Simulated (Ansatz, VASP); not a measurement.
**ZnB6: VASP beside Ansatz**

```
Zn B
1.0
     3.96194    0.00000    0.00000
     0.00000    3.96194    0.00000
     0.00000    0.00000    3.96194
Zn B
1 6
Direct
  0.00000 0.00000 0.00000
  0.20700 0.50000 0.50000
  0.50000 0.20700 0.50000
  0.79300 0.50000 0.50000
  0.50000 0.79300 0.50000
  0.50000 0.50000 0.20700
  0.50000 0.50000 0.79300
```

Change from the starting cell: species swapped into the YbB6 type (Pm-3m, No. 221).

Alike in both runs: task relaxation of cell and atoms; functional PBE; k mesh 4 × 4 × 4; occupations gaussian, width 0.1 eV; no spin polarisation.

|  | VASP | Ansatz |
| --- | --- | --- |
| version | VASP 6.6.1 | Ansatz 0.2.0 |
| potentials or method | VASP PAW PBE potentials, release 64 (Zn, B), cutoff 500 eV | scalar-relativistic, plane waves, PAW |
| valence electrons in the cell | 30 | 30 |

```tsv
	VASP	Ansatz	Ansatz less VASP
gap on the k mesh at the Fermi level, each at its own relaxed structure (eV)	none	none	-
relaxed volume (Å³/atom)	10.06	10.05	-0.010
relaxed cell length with the largest relative difference (Å)	4.129	4.128	-0.0014
```

A gap of «none» marks a metal or a gap that the smearing closes.

The k mesh is coarse, so the values compare programs but aren't converged.
